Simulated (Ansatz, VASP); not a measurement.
# SrCrF6 in VASP and in Ansatz

INCAR

```
SYSTEM = SrCrF6
PREC = Accurate
ENCUT = 520
EDIFF = 1E-6
ISMEAR = 0
SIGMA = 0.05
LREAL = .FALSE.
LASPH = .TRUE.
NELM = 150
ALGO = Normal
ISIF = 2
LWAVE = .FALSE.
LCHARG = .TRUE.
ISPIN = 2
MAGMOM = 0 0.01 0 0.01 0 0 0 0.01
LORBIT = 11
LMAXMIX = 4
LDAU = .TRUE.
LDAUTYPE = 2
LDAUL = -1 2 -1
LDAUU = 0 7 0
LDAUJ = 0 0 0
LDAUPRINT = 1
LELF = .TRUE.
LVHAR = .TRUE.
NBANDS = 46
```

KPOINTS

```
regular mesh
0
G
  4 4 4
  0 0 0
```

Contents of POSCAR:

```
SrCrF6
1.0
    3.5544990100      2.0521909600      2.2876700000
   -3.5544990100      2.0521909600      2.2876700000
    0.0000000000     -4.1043819200      2.2876700000
Sr Cr F
1 1 6
Direct
    0.5000000000      0.5000000000      0.5000000000
    0.0000000000      0.0000000000      0.0000000000
    0.2630000000      0.8880000000      0.2630000000
    0.2630000000      0.2630000000      0.8880000000
    0.8880000000      0.2630000000      0.2630000000
    0.7370000000      0.1120000000      0.7370000000
    0.1120000000      0.7370000000      0.7370000000
    0.7370000000      0.7370000000      0.1120000000
```

Input for Ansatz:

```yaml
crystal:
  lattice:
    - [3.55449901, 2.05219096, 2.28767]
    - [-3.55449901, 2.05219096, 2.28767]
    - [0.0, -4.10438192, 2.28767]
  atoms:
    - { symbol: Sr, position: [0.5, 0.5, 0.5] }
    - { symbol: Cr, position: [0.0, 0.0, 0.0], spin: 0.3 }
    - { symbol: F, position: [0.263, 0.888, 0.263] }
    - { symbol: F, position: [0.263, 0.263, 0.888] }
    - { symbol: F, position: [0.888, 0.263, 0.263] }
    - { symbol: F, position: [0.737, 0.112, 0.737] }
    - { symbol: F, position: [0.112, 0.737, 0.737] }
    - { symbol: F, position: [0.737, 0.737, 0.112] }
basis:
  ecutwfc: 420
  ecutrho_ratio: 4
kpoints:
  mp_grid: { grid: [4, 4, 4] }
hamiltonian:
  xc: lda
  hubbard:
    sites:
      - { site: 1, l: d, u_eff: 7.0, starting_ns: [{ spin: up, occupation_matrix: s1up }, { spin: down, occupation_matrix: s1down }] }
    occupation_matrices:
      s1up:
        matrix:
          - [0.02, 0.0, 0.0, 0.0, 0.0]
          - [0.0, 0.97, 0.0, 0.0, 0.0]
          - [0.0, 0.0, 0.02, 0.0, 0.0]
          - [0.0, 0.0, 0.0, 0.02, 0.0]
          - [0.0, 0.0, 0.0, 0.0, 0.02]
      s1down:
        matrix:
          - [0.97, 0.0, 0.0, 0.0, 0.0]
          - [0.0, 0.02, 0.0, 0.0, 0.0]
          - [0.0, 0.0, 0.02, 0.0, 0.0]
          - [0.0, 0.0, 0.0, 0.02, 0.0]
          - [0.0, 0.0, 0.0, 0.0, 0.02]
    ns_hold: { iters: 12 }
scf:
  occupations: { method: gaussian, width: 0.05 }
  lower_state_search: "off"
  max_iter: 150
output:
  forces: true
  stress: true
  eigenvalues: true
  populations: true
  hubbard: { sites: [{ site: 1, l: d }] }
magnetization:
  spin_polarized: true
```

Alike in both runs: task single point; functional LDA; k mesh 4 × 4 × 4; occupations gaussian, width 0.05 eV; collinear spin; Hubbard terms Cr d U = 7.0 eV.

```csv
,VASP,Ansatz
version,VASP 6.6.1,Ansatz 0.2.0
potentials or method,"VASP PAW LDA potentials, release 64 (Sr_sv, Cr_pv, F), cutoff 520 eV","scalar-relativistic, plane waves, PAW"
valence electrons in the cell,64,66
```

|  | VASP | Ansatz | Ansatz less VASP |
| --- | --- | --- | --- |
| gap on the k mesh at the Fermi level (eV) | 3.08 | 2.24 | -0.836 |
| least direct gap on the mesh (eV) | 3.08 | 2.24 | -0.836 |
| pressure (GPa) | -0.4 | -2.3 | -1.88 |
| traceless stress, the component that is largest in VASP (GPa) | 3.70 | 5.85 | +2.155 |
| rms of the force components (eV/Å) | 0.482 | 0.469 | -0.0127 |
| net moment per atom (μB) | 0.00 | 0.00 | 0.000 |

LDA's correlation is that of Perdew and Zunger in VASP and of Perdew and Wang (1992) in Ansatz. The programs project onto different local orbitals, so the same U acts differently, and such runs can settle in different states. Atom by atom the forces differ by 0.220 eV/Å (rms over components). VASP's potentials hold 64 valence electrons a cell and Ansatz's 66, so a difference there can come from the potentials and not from the codes. Ansatz's warnings: seeded moment not kept, specified occupation not kept, symmetry narrowed by occupation matrices.
